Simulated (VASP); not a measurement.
# WC (P1) in VASP: single point with PBE

Aim: the single point of WC with PBE.

All numbers are computed with VASP 6.6.1; they aren't measurements. Logs are shortened: lines on timing, memory, paths and dates and some standing lists are left out, and cuts for length are marked.

## (1) The cell of the first run

The typed cell holds 16 atoms: a = 5.999 Å, b = 5.195 Å, c = 5.888 Å, α = 90.00°, β = 90.00°, γ = 90.00°.

## (2) Single point, PBE

INCAR

```
SYSTEM = WC
PREC = Accurate ; ENCUT = 520
EDIFF = 1E-6 ; ISMEAR = -1
SIGMA = 0.3 ; LREAL = Auto
LASPH = .TRUE. ; NELM = 100
ALGO = Normal ; ISIF = 2
LWAVE = .FALSE. ; LCHARG = .FALSE.
GGA = PE ; NBANDS = 86
```

KPOINTS

```
regular mesh
0
G
  3 3 3
  0 0 0
```

POSCAR

```
WC
1.0
   -2.9993780000     -5.1950750000      0.0000000000
    4.4990670000     -2.5975380000      0.0000000000
    0.0000000000      0.0000000000      5.8881830000
W C
8 8
Direct
    0.8043922185      0.5187689633      0.0043986405
    0.7837390400      0.4600575262      0.4968935239
    0.5420070096     -0.0300542534      0.0051289167
    0.5349449851      0.0060906449      0.5037886900
    0.2792365014      0.4690385405     -0.0054176305
    0.2850373551      0.5047123708      0.5182413658
    0.0320629461     -0.0067638701     -0.0097143720
    0.0324000255     -0.0126737558      0.5042981850
    0.5306766972      0.6394881451      0.2646996535
    0.5490301552      0.6500567715      0.7434381710
    0.2646251682      0.1840405817      0.2752462007
    0.2842075434      0.1429509392      0.7559717488
    0.0237482363      0.6668337985      0.2763331235
    0.0248445291      0.6828122662      0.7464951412
    0.7727830413      0.1472679675      0.2283556744
    0.8073811986      0.1645766566      0.7370864662
```

Potentials or basis: VASP PAW PBE potentials, release 64 (W_sv, C).

Run with:

```sh
$ cat potpaw_PBE.64/W_sv/POTCAR potpaw_PBE.64/C/POTCAR > POTCAR
$ mpirun -np 1 vasp_std > vasp.out
```

OUTCAR:

```text
SYSTEM = WC
   PREC = Accurate
   ENCUT = 520
   EDIFF = 1E-6
   ISMEAR = -1
   LREAL = Auto
   LASPH = .TRUE.
   NELM = 100
   ISIF = 2
   GGA = PE

 ion  position               nearest neighbor table
   1  0.804  0.519  0.004-  14 2.19  13 2.21  10 2.27   9 2.33  15 2.35  16 2.42   7 2.82   3 2.82
                             5 2.86   2 2.92   2 3.01   7 3.05   5 3.16   3 3.26
   2  0.784  0.460  0.497-  16 2.09  13 2.22   9 2.25  10 2.25  15 2.27  14 2.36   4 2.79   8 2.87
                             1 2.92   6 3.00   1 3.01   6 3.02   8 3.12   4 3.21
   3  0.542  0.970  0.005-  15 2.12  10 2.27   9 2.30  12 2.31  16 2.46  11 2.56   1 2.82   4 2.94
                             7 2.94   4 2.96   5 3.04   5 3.04   7 3.06   1 3.26
   4  0.535  0.006  0.504-  12 2.23  15 2.28  16 2.29  11 2.30  10 2.33   9 2.37   2 2.79   3 2.94
                             3 2.96   8 2.99   6 2.99   6 3.01   8 3.02   2 3.21
   5  0.279  0.469  0.995-  12 2.20  11 2.22   9 2.36  10 2.39  14 2.39  13 2.48   6 2.81   1 2.86
                             7 2.88   3 3.04   3 3.04   6 3.09   7 3.10   1 3.16
   6  0.285  0.505  0.518-  10 2.20  11 2.20   9 2.21  14 2.26  13 2.28  12 2.34   5 2.81   8 2.93
                             4 2.99   2 3.00   4 3.01   2 3.02   8 3.09   5 3.09
   7  0.032  0.993  0.990-  14 2.16  12 2.19  16 2.20  15 2.24  13 2.39  11 2.40   1 2.82   8 2.86
                             5 2.88   3 2.94   8 3.03   1 3.05   3 3.06   5 3.10
   8  0.032  0.987  0.504-  14 2.13  16 2.13  13 2.14  11 2.19  12 2.27  15 2.40   7 2.86   2 2.87
                             6 2.93   4 2.99   4 3.02   7 3.03   6 3.09   2 3.12
   9  0.531  0.639  0.265-   6 2.21   2 2.25   3 2.30   1 2.33   5 2.36   4 2.37
  10  0.549  0.650  0.743-   6 2.20   2 2.25   3 2.27   1 2.27   4 2.33   5 2.39
  11  0.265  0.184  0.275-   8 2.19   6 2.20   5 2.22   4 2.30   7 2.40   3 2.56
  12  0.284  0.143  0.756-   7 2.19   5 2.20   4 2.23   8 2.27   3 2.31   6 2.34
  13  0.024  0.667  0.276-   8 2.14   1 2.21   2 2.22   6 2.28   7 2.39   5 2.48
  14  0.025  0.683  0.746-   8 2.13   7 2.16   1 2.19   6 2.26   2 2.36   5 2.39
  15  0.773  0.147  0.228-   3 2.12   7 2.24   2 2.27   4 2.28   1 2.35   8 2.40
  16  0.807  0.165  0.737-   2 2.09   8 2.13   7 2.20   4 2.29   1 2.42   3 2.46

  LATTYP: Found a simple orthorhombic cell.
 ALAT       =     5.1950753153
 B/A-ratio  =     1.1334162919
 C/A-ratio  =     1.1547004731

  Lattice vectors:

 A1 = (   4.4990670000,  -2.5975380000,   0.0000000000)
 A2 = (   0.0000000000,   0.0000000000,   5.8881830000)
 A3 = (  -2.9993780000,  -5.1950750000,   0.0000000000)

Analysis of symmetry for initial positions (statically):
=====================================================================
 Subroutine PRICEL returns:
 Original cell was already a primitive cell.

 Routine SETGRP: Setting up the symmetry group for a
 simple orthorhombic supercell.

 Subroutine GETGRP returns: Found  1 space group operations
 (whereof  1 operations were pure point group operations)
 out of a pool of  8 trial point group operations.
[... 146 lines left out ...]
   EFERMI =   0.00;   METHOD = LEGACY
   ISMEAR =    -1;   SIGMA  =   0.30  broadening in eV -4-tet -1-fermi 0-gaus
   EFERMI_NEDOS =   21; number of points for ismear=-14 and -15
   IALGO  =     38    algorithm
   IMIX   =      4    mixing-type and parameters
     AMIX     =   0.40;   BMIX     =  1.00
     AMIX_MAG =   1.60;   BMIX_MAG =  1.00
  volume/ion in A,a.u.               =      11.47        77.39
  Fermi-wavevector in a.u.,A,eV,Ry     =   1.510025  2.853534 31.023682  2.280176
  Thomas-Fermi vector in A             =   2.620270
   LORBIT       =      0    0 simple, 1 ext, 2 COOP (PROOUT), +10 PAW based schemes
   GGA     = PE    functional components
   LHFCALC =     F    Hartree Fock is set to
   AEXX    =    0.0000 exact exchange contribution
   IVDW    =     0    specifies the selected vdW correction
   LEPSILON=     F    determine dielectric tensor
   LRPA    =     F    only Hartree local field effects (RPA)
 non-spin polarized calculation
  energy-cutoff  :      520.00
  volume of cell :      183.50
 maximum number of plane-waves:      4954
 NGX is ok and might be reduce to    48
   NGX = 23   NGY = 19   NGZ = 21

 number of electron     143.9999987 magnetization

 Free energy of the ion-electron system (eV)
  ---------------------------------------------------
  ext. energy  EPLUGINS =         0.00000000
  ---------------------------------------------------
  free energy    TOTEN  =      -176.33375656 eV

  energy without entropy =     -175.09740263  energy(sigma->0) =     -175.71557959

 E-fermi :   9.9745     XC(G=0): -13.2339

 val. band max:        9.9609392618   @ k =   0.3333   0.0000   0.3333
 cond. band min:      10.0232168778   @ k =  -0.3333   0.0000   0.3333
 fundamental gap:      0.0622776161
 Fermi energy:         9.9745105663

 k-point     1 :       0.0000    0.0000    0.0000
  band No.  band energies     occupation
      1     -64.5187      2.00000
      2     -64.4797      2.00000
      3     -64.4765      2.00000
      4     -64.4196      2.00000
      5     -64.3918      2.00000
      6     -64.3672      2.00000
[... 1207 lines left out ...]
     83      13.2420      0.00004
     84      13.3166      0.00003
 [bands above 84 left out]

------------------------ aborting loop because EDIFF is reached ----------------------------------------

  FORCE on cell =-STRESS in cart. coord.  units (eV):
  Direction    XX          YY          ZZ          XY          YZ          ZX
  --------------------------------------------------------------------------------------
  -------------------------------------------------------------------------------------
  Total      -19.6112060    -20.0083432    -31.1421719     -0.8397176      1.3050239      0.5858656
  in kB     -171.2302713   -174.6977745   -271.9099754     -7.3317811     11.3944848      5.1153365
  external PRESSURE =    -205.9460071 kB  Pullay stress =       0.0000000 kB

 VOLUME and BASIS-vectors are now :
 -----------------------------------------------------------------------------
  energy-cutoff  :      520.00
  volume of cell :      183.50
      direct lattice vectors                 reciprocal lattice vectors
    -2.999378000 -5.195075000  0.000000000    -0.083350627 -0.144367495  0.000000000
     4.499067000 -2.597538000  0.000000000     0.166701221 -0.096244997  0.000000000
     0.000000000  0.000000000  5.888183000     0.000000000  0.000000000  0.169831678

 POSITION                                       TOTAL-FORCE (eV/Angst)
 -----------------------------------------------------------------------------------
     -0.07870     -5.52640      0.02590        -1.539921      3.319024     -0.265547
     -0.28090     -5.26660      2.92580         3.458585     -2.012223      0.161155
      2.73817     -5.33524      0.03020         1.570716      0.474406     -0.573468
     -1.57710     -2.79490      2.96640        -1.570876      1.433253     -0.288257
      1.27270     -2.66900      5.85628         1.254081     -2.001019      1.782283
      1.41580     -2.79180      3.05150        -1.042541      0.747541     -1.886659
[... 8 lines left out ...]
     -1.65530     -4.39720      1.34460         0.233801     -0.931171      1.336145
     -1.68120     -4.62190      4.34010         0.114335      1.642300      1.282970
 -----------------------------------------------------------------------------------
    total drift:                               -0.001763     -0.002492     -0.002015

  FREE ENERGIE OF THE ION-ELECTRON SYSTEM (eV)
  ---------------------------------------------------
  free  energy   TOTEN  =      -176.3337565607 eV

  energy  without entropy=     -175.0974026276  energy(sigma->0) =     -175.71557959
```

OSZICAR:

```text
N       E                     dE             d eps       ncg     rms          rms(c)
DAV:   1     0.188725679666E+04    0.18873E+04   -0.78296E+04  2408   0.189E+03
DAV:   2    -0.887964358165E+01   -0.18961E+04   -0.18380E+04  2416   0.602E+02
DAV:   3    -0.191855170761E+03   -0.18298E+03   -0.17447E+03  2860   0.164E+02
DAV:   4    -0.200799025484E+03   -0.89439E+01   -0.87358E+01  2848   0.321E+01
DAV:   5    -0.201101874905E+03   -0.30285E+00   -0.30095E+00  2968   0.554E+00    0.767E+01
DAV:   6    -0.177635668271E+03    0.23466E+02   -0.17161E+02  3030   0.396E+01    0.215E+01
DAV:   7    -0.176676039573E+03    0.95963E+00   -0.13458E+01  3000   0.137E+01    0.126E+01
DAV:   8    -0.176533764038E+03    0.14228E+00   -0.33090E+00  3040   0.941E+00    0.472E+00
DAV:   9    -0.176335997619E+03    0.19777E+00   -0.79504E-01  3016   0.425E+00    0.921E-01
DAV:  10    -0.176334222908E+03    0.17747E-02   -0.88603E-02  3024   0.146E+00    0.522E-01
DAV:  11    -0.176333897687E+03    0.32522E-03   -0.13837E-02  3248   0.569E-01    0.279E-01
DAV:  12    -0.176333775144E+03    0.12254E-03   -0.25558E-03  3088   0.312E-01    0.997E-02
DAV:  13    -0.176333766807E+03    0.83371E-05   -0.72285E-04  3104   0.173E-01    0.377E-02
DAV:  14    -0.176333763060E+03    0.37475E-05   -0.12392E-04  3136   0.712E-02    0.246E-02
DAV:  15    -0.176333759555E+03    0.35047E-05   -0.26385E-05  3056   0.312E-02    0.115E-02
DAV:  16    -0.176333757089E+03    0.24664E-05   -0.10706E-05  2992   0.167E-02    0.516E-03
DAV:  17    -0.176333756561E+03    0.52785E-06   -0.13711E-06  1528   0.797E-03
   1 F= -.17633376E+03 E0= -.17571558E+03  d E =-.123635E+01
```

stdout:

```text
POSCAR found type information on POSCAR W C
 POSCAR found :  2 types and      16 ions
 scaLAPACK will be used
 LDA part: xc-table for (Slater+PW92), standard interpolation
 POSCAR, INCAR and KPOINTS ok, starting setup
 FFT: planning ... GRIDC
 FFT: planning ... GRID_SOFT
 FFT: planning ... GRID
 WAVECAR not read
 entering main loop
```

Run time: 12 min. Hardware: 1 thread of Intel Xeon 8259CL, shared host; peak memory 0.37 GiB.

Results:

```
Free energy   : -176.3338 eV
Pressure      : -20.6 GPa
Largest force : 4.005 eV/Å
```

Forces on the atoms (eV/Å):
```
W   -1.540  3.319 -0.266
W    3.459 -2.012  0.161
W    1.571  0.474 -0.573
W   -1.571  1.433 -0.288
W    1.254 -2.001  1.782
W   -1.043  0.748 -1.887
W    0.230 -0.347  1.984
W    0.538 -0.822 -1.195
C    0.862 -0.599 -1.043
C    0.485  0.144  0.838
C   -1.741 -0.117 -1.232
C    0.325 -0.984  0.026
C   -0.858 -0.133 -1.515
C   -2.320  0.186  0.588
C    0.234 -0.931  1.336
C    0.114  1.642  1.283
```

Stress tensor (GPa, compression positive):
```
-17.12  -0.73   0.51
 -0.73 -17.47   1.14
  0.51   1.14 -27.19
```

Levels at points of the mesh, in eV from the Fermi level:
| k point | band 70 | band 71 | band 72 | band 73 | band 74 | band 75 |
| --- | --- | --- | --- | --- | --- | --- |
| (0.00, 0.00, 0.00) | -0.54 | -0.40 | -0.04 | 0.11 | 0.74 | 0.89 |

Caveat: the k points lie up to 0.40 Å⁻¹ apart; the atoms stand as in a frame of molecular dynamics; so wide a smearing shifts energies and pressures; spin-orbit coupling is left out, which moves the levels of the heavy elements; forces of over 1 eV/Å act on the atoms, so gaps and moduli don't describe the material at rest.
